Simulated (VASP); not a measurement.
# SiW3 (Cmcm) in VASP: a series of runs, part 2 of 2

VASP 6.6.1. Earlier steps stand in the parts before.

## Step 5: Single point, PBEsol (atoms displaced along a vibrational mode)

Contents of INCAR:

```
ALGO = Fast ; EDIFF = 1E-6
ENCUT = 520 ; GGA = PS
ISIF = 2 ; ISMEAR = 0
LASPH = T ; LCHARG = T
LELF = T ; LREAL = F
LVHAR = T ; LWAVE = F
NBANDS = 56 ; NELM = 60
PREC = Accurate ; SIGMA = 0.15
```

Contents of KPOINTS:

```
k-points
0
Gamma
  10 10 10
```

Contents of POSCAR:

```
SiW3
1.0
    0.0000000000     -5.1543905733      0.0000000000
   -5.1543905733      0.0000000000      0.0000000000
    0.0000000000      0.0000000000     -5.1543905733
Si W
2 6
Direct
    0.0089170466      0.0089170466      0.0000000000
    0.4910829534      0.4910829534      0.5000000000
    0.5018177423      0.5018177423      0.0000000000
    0.9981822577      0.9981822577      0.5000000000
    0.5049088677     -0.0018177423      0.0000000000
   -0.0049088677      0.5018177423      0.5000000000
    0.5018177423     -0.0049088677      0.5000000000
   -0.0018177423      0.5049088677      0.0000000000
```

Started as:

```
$ cat potpaw_PBE.64/Si/POTCAR potpaw_PBE.64/W_sv/POTCAR > POTCAR
$ mpirun -np 1 vasp_std > vasp.out
```

It took 38 min on 1 thread of Oxide Virtual Turin-like, shared host; peak memory 0.95 GiB.

Results (log left out):

```yaml
Free_energy: -83.4785 eV
Pressure: 0.7 GPa
Largest_force: 0.497 eV/Å
Band_gap_on_the_k_mesh: zero (bands 46 and 47 overlap by 1.02 eV)
```

Forces in eV/Å, atoms in the order of the input:
```
Si  -0.125 -0.125  0.000
Si   0.125  0.125  0.000
W   -0.158 -0.158  0.000
W    0.158  0.158  0.000
W    0.156 -0.472  0.000
W   -0.156  0.472  0.000
W    0.472 -0.156  0.000
W   -0.472  0.156  0.000
```

Stress tensor (GPa, compression positive):
```
 0.80 -0.08  0.00
-0.08  0.80  0.00
 0.00  0.00  0.57
```

Levels at points of the mesh, in eV from the Fermi level:
```csv
k point,band 43,band 44,band 45,band 46,band 47,band 48,band 49,band 50
"(0.00, 0.00, 0.00)",-0.34,-0.32,0.05,0.09,0.45,0.46,1.16,1.17
"(0.50, 0.00, 0.00)",-0.57,-0.56,-0.39,-0.23,0.08,0.12,0.80,0.81
"(0.00, 0.00, 0.50)",-0.56,-0.56,-0.31,-0.31,0.09,0.09,0.88,0.88
"(0.50, 0.50, 0.00)",-0.57,-0.51,-0.41,-0.33,-0.29,-0.27,-0.26,-0.23
"(0.00, 0.50, 0.50)",-0.52,-0.52,-0.38,-0.38,-0.30,-0.30,-0.24,-0.24
"(0.50, 0.50, 0.50)",-0.87,-0.87,-0.86,-0.86,-0.11,-0.11,-0.10,-0.10
```

Caveat: the cell differs from its parent crystal (atoms displaced along a vibrational mode); the PAW data sets were made with another functional, which shifts forces and pressure a little; spin-orbit coupling is left out, which moves the levels of the heavy elements.

## Step 6: Single point, PBEsol (atoms displaced along a vibrational mode)

Contents of INCAR:

```
SYSTEM = SiW3
  PREC = Accurate
  ENCUT = 520
  EDIFF = 1E-7
  ISMEAR = 0
  SIGMA = 0.15
  LREAL = .FALSE.
  LASPH = .TRUE.
  NELM = 60
  ALGO = Fast
  ISIF = 2
  LWAVE = .FALSE.
  LCHARG = .FALSE.
  GGA = PS
  NBANDS = 56
```

Contents of KPOINTS:

```
regular mesh
0
G
  10 10 10
  0 0 0
```

Contents of POSCAR:

```
SiW3
1.0
    0.0000000000     -5.1543905733      0.0000000000
   -5.1543905733      0.0000000000      0.0000000000
    0.0000000000      0.0000000000     -5.1543905733
Si W
2 6
Direct
    0.0267511397      0.0267511397      0.0000000000
    0.4732488603      0.4732488603      0.5000000000
    0.5054532270      0.5054532270      0.0000000000
    0.9945467730      0.9945467730      0.5000000000
    0.5147266031     -0.0054532270      0.0000000000
   -0.0147266031      0.5054532270      0.5000000000
    0.5054532270     -0.0147266031      0.5000000000
   -0.0054532270      0.5147266031      0.0000000000
```

Potentials or basis: VASP PAW PBE potentials, release 64 (Si, W_sv).

Started as:

```
$ cat potpaw_PBE.64/Si/POTCAR potpaw_PBE.64/W_sv/POTCAR > POTCAR
$ mpirun -np 1 vasp_std > vasp.out
```

Run time: 53 min. Hardware: 1 thread of Oxide Virtual Turin-like, shared host; peak memory 0.95 GiB.

Results (log left out):

* Free energy: -83.7767 eV
* Pressure: 0.7 GPa
* Largest force: 1.376 eV/Å
* Band gap on the k mesh: zero (bands 46 and 47 overlap by 1.08 eV)

Forces on the atoms (eV/Å):
```
Si  -0.255 -0.255  0.000
Si   0.255  0.255  0.000
W   -0.291 -0.291  0.000
W    0.291  0.291  0.000
W    0.253 -1.353  0.000
W   -0.253  1.353  0.000
W    1.353 -0.253  0.000
W   -1.353  0.253  0.000
```

Stress tensor (GPa, compression positive):
```
 1.33 -0.77  0.00
-0.77  1.33  0.00
 0.00  0.00 -0.56
```

Levels at points of the mesh, in eV from the Fermi level:
| k point | band 43 | band 44 | band 45 | band 46 | band 47 | band 48 | band 49 | band 50 |
| --- | --- | --- | --- | --- | --- | --- | --- | --- |
| (0.00, 0.00, 0.00) | -0.45 | -0.35 | 0.26 | 0.40 | 0.48 | 0.51 | 1.13 | 1.26 |
| (0.50, 0.00, 0.00) | -0.61 | -0.59 | -0.45 | -0.02 | 0.03 | 0.16 | 0.68 | 0.82 |
| (0.00, 0.00, 0.50) | -0.56 | -0.56 | -0.24 | -0.24 | 0.02 | 0.02 | 0.86 | 0.86 |
| (0.50, 0.50, 0.00) | -0.82 | -0.74 | -0.38 | -0.36 | -0.27 | -0.17 | -0.09 | 0.01 |
| (0.00, 0.50, 0.50) | -0.69 | -0.69 | -0.36 | -0.36 | -0.18 | -0.18 | -0.14 | -0.14 |
| (0.50, 0.50, 0.50) | -0.78 | -0.78 | -0.70 | -0.70 | -0.08 | -0.08 | -0.04 | -0.04 |

Caveat: the cell differs from its parent crystal (atoms displaced along a vibrational mode); the PAW data sets were made with another functional, which shifts forces and pressure a little; spin-orbit coupling is left out, which moves the levels of the heavy elements.

## Step 7: Overview

| cell | k mesh | cutoff (eV) | mended | gap on the mesh (eV) | pressure (GPa) | largest force (eV/Å) |
| --- | --- | --- | --- | --- | --- | --- |
| as given, atomic positions A | 15 × 15 × 15 | 500 | yes | none | 0.7 | 0.79 |
| as given, atomic positions B | 10 × 10 × 10 | 520 | - | none | 0.7 | 1.76 |
| as given, atomic positions A | 10 × 10 × 10 | 520 | - | none | 0.7 | 0.73 |
| as given, atomic positions C | 10 × 10 × 10 | 520 | - | none | 0.7 | 0.50 |
| as given, atomic positions D | 10 × 10 × 10 | 520 | - | none | 0.7 | 1.38 |

Alike in all rows: task single point; level PBEsol; potentials or basis VASP PAW PBE potentials, release 64 (Si, W_sv); no spin polarisation; smearing gaussian 0.15 eV.

Caveats: the PAW data sets were made with another functional, which shifts forces and pressure a little; spin-orbit coupling is left out, which moves the levels of the heavy elements.

Total energies depend on the potentials used, so only differences within one code and one set of settings carry meaning.
